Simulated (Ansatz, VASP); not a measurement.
Two plane-wave programs on InSb

Contents of INCAR:

```
ALGO     = Normal         # electronic algorithm
EDIFF    = 1E-6           # SCF threshold, eV
ENCUT    = 520            # plane-wave cutoff, eV
GGA      = PS             # functional
ISIF     = 2              # what is computed and relaxed
ISMEAR   = 0              # smearing method
LASPH    = T              # aspherical terms in the spheres
LCHARG   = F              # write CHGCAR
LREAL    = F              # projectors in reciprocal space
LWAVE    = F              # write WAVECAR
NBANDS   = 16             # bands
NELM     = 60             # most SCF steps
PREC     = Accurate       # precision mode
SIGMA    = 0.1            # smearing width, eV
```

File KPOINTS:

```
k-points
0
Gamma
  12 12 12
```

The input POSCAR:

```
InSb
1.0
    0.0000000000      3.1590411266      3.1590411266
    3.1590411266      0.0000000000      3.1590411266
    3.1590411266      3.1590411266      0.0000000000
In Sb
1 1
Direct
    0.0000000000      0.0000000000      0.0000000000
    0.2500000000      0.2500000000      0.2500000000
```

Input for Ansatz:

```yaml
crystal:
  lattice:
    - [0.0, 3.1590411266, 3.1590411266]
    - [3.1590411266, 0.0, 3.1590411266]
    - [3.1590411266, 3.1590411266, 0.0]
  atoms:
    - { symbol: In, position: [0.0, 0.0, 0.0] }
    - { symbol: Sb, position: [0.25, 0.25, 0.25] }
basis:
  ecutwfc: 420
kpoints:
  mp_grid: { grid: [12, 12, 12] }
hamiltonian:
  xc: pbesol
scf:
  occupations: { method: gaussian, width: 0.1 }
output:
  forces: true
  stress: true
  eigenvalues: true
  write_density: true
  write_potential: true
  elf: true
  volumetric_format: npy
```

Alike in both runs: task single point; functional PBEsol; k mesh 12 × 12 × 12; occupations gaussian, width 0.1 eV; no spin polarisation.

|  | VASP | Ansatz |
| --- | --- | --- |
| version | VASP 6.6.1 | Ansatz 0.2.0 |
| potentials or method | VASP PAW PBE potentials, release 64 (In_d, Sb), cutoff 520 eV | scalar-relativistic, plane waves, PAW |
| valence electrons in the cell | 18 | 28 |

|  | VASP | Ansatz | Ansatz less VASP |
| --- | --- | --- | --- |
| gap on the k mesh at the Fermi level (eV) | 0.18 | 0.17 | -0.012 |
| least direct gap on the mesh (eV) | 0.18 | 0.17 | -0.012 |
| pressure (GPa) | 5.1 | 5.0 | -0.03 |

VASP's potentials were made for PBE, not for PBEsol. VASP's potentials hold 18 valence electrons a cell and Ansatz's 28, so a difference there can come from the potentials and not from the codes.

Neither program's run includes spin-orbit coupling.
